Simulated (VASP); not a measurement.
Wanted: the native input for a VASP 6.6.1 run.

| Property | Result |
| --- | --- |
| Task | single point |
| Functional | PBE |
| Potentials or basis | VASP PAW PBE potentials, release 64 (Mo_sv) |
| Cutoff | 500 eV |
| k mesh | 15 × 15 × 14 |
| Occupations | gaussian, width 0.1 eV |
| Spin | no spin polarisation |
| Dipole correction | no |
| Further INCAR settings | ALGO = Normal; EDIFF = 1e-06; NBANDS = 13 |

The structure of Mo lies in POSCAR:

```
Mo
1.0
    2.6954078148      0.0000000000      0.0000000000
   -1.3477039074      2.3342916412      0.0000000000
    0.0000000000      0.0000000000      2.5560494614
Mo
1
Direct
    0.0000000000      0.0000000000      0.5000000000
```

This cell differs from its parent crystal: strained.

These files were run (other wordings do the same):

INCAR

```
SYSTEM = Mo
ALGO = Normal ; EDIFF = 1E-6
ENCUT = 500 ; GGA = PE
GGA_COMPAT = .FALSE. ; ISIF = 2
ISMEAR = 0 ; LASPH = .TRUE.
LCHARG = .TRUE. ; LELF = .TRUE.
LREAL = .FALSE. ; LVHAR = .TRUE.
LWAVE = .FALSE. ; NBANDS = 13
NELM = 120 ; PREC = Accurate
SIGMA = 0.1
```

KPOINTS

```
k-points
0
G
  15 15 14
  0 0 0
```

Potentials or basis: VASP PAW PBE potentials, release 64 (Mo_sv).

Command:

```console
$ cat potpaw_PBE.64/Mo_sv/POTCAR > POTCAR
$ mpirun -np 1 vasp_std > vasp.out
```

It gave:

```json
{"Pressure": "10.8 GPa", "Band gap on the k mesh": "zero (band 7 reaches 12.97 eV, above the bottom of band 8 at 11.08 eV)"}
```

Caveat: the cell differs from its parent crystal (strained).

Wall time 40 s on 1 thread of Intel Xeon 8259CL, with other jobs on the host, peak memory 0.15 GiB.
